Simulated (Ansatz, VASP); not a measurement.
Hg in VASP and in Ansatz

```
Hg
1.0
     0.00000    3.83609    3.83609
     3.83609    0.00000    3.83609
     3.83609    3.83609    0.00000
Hg
2
Direct
  0.87500 0.87500 0.87500
  0.12500 0.12500 0.12500
```

Alike in both runs: task relaxation of cell and atoms; functional PBE; k mesh 11 × 11 × 11; occupations fermi-dirac, width 0.05 eV; no spin polarisation.

|  | VASP | Ansatz |
| --- | --- | --- |
| version | VASP 6.6.1 | Ansatz 0.2.0 |
| potentials or method | VASP PAW PBE potentials, release 64 (Hg), cutoff 600 eV | all-electron LAPW, scalar-relativistic |

Ansatz gave:

* relaxed volume (Å³/atom): 56.45
* relaxed cell length with the largest relative difference (Å): 5.425

What did VASP give for the same quantities?

Relaxed volume (Å³/atom): 56.67; relaxed cell length with the largest relative difference (Å): 5.432.

Ansatz ran all-electron here, and VASP with PAW potentials.

Neither program's run includes spin-orbit coupling.
